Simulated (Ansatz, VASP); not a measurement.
# Two plane-wave programs on MgO

```
Mg O
1.0
     0.00000    2.13515    2.13515
     2.13515    0.00000    2.13515
     2.13515    2.13515    0.00000
Mg O
1 1
Cartesian
  0.0000 0.0000 0.0000
  2.1351 2.1351 2.0476
```

Change from the starting cell: all O atoms moved +0.087 Å, as atom 2 towards its neighbour atom 1 (Mg) at 2.135 Å.

Alike in both runs: task single point; functional PBEsol; k mesh 10 × 10 × 10; occupations gaussian, width 0.05 eV; no spin polarisation.

|  | VASP | Ansatz |
| --- | --- | --- |
| version | VASP 6.6.1 | Ansatz 0.2.0 |
| potentials or method | VASP PAW PBE potentials, release 64 (Mg, O), cutoff 520 eV | scalar-relativistic, plane waves, PAW |
| valence electrons in the cell | 8 | 16 |

VASP gave:

- gap on the k mesh at the Fermi level (eV): 4.25
- least direct gap on the mesh (eV): 4.25
- pressure (GPa): -5.6
- traceless stress, the component that is largest in VASP (GPa): 1.56
- rms of the force components (eV/Å): 0.236

Which values does Ansatz return?

gap on the k mesh at the Fermi level (eV): 4.25; least direct gap on the mesh (eV): 4.25; pressure (GPa): -5.1; traceless stress, the component that is largest in VASP (GPa): 1.54; rms of the force components (eV/Å): 0.234.

VASP's potentials were made for PBE, not for PBEsol. Atom by atom the forces differ by 0.002 eV/Å (rms over components). VASP's potentials hold 8 valence electrons a cell and Ansatz's 16, so a difference there can come from the potentials and not from the codes.
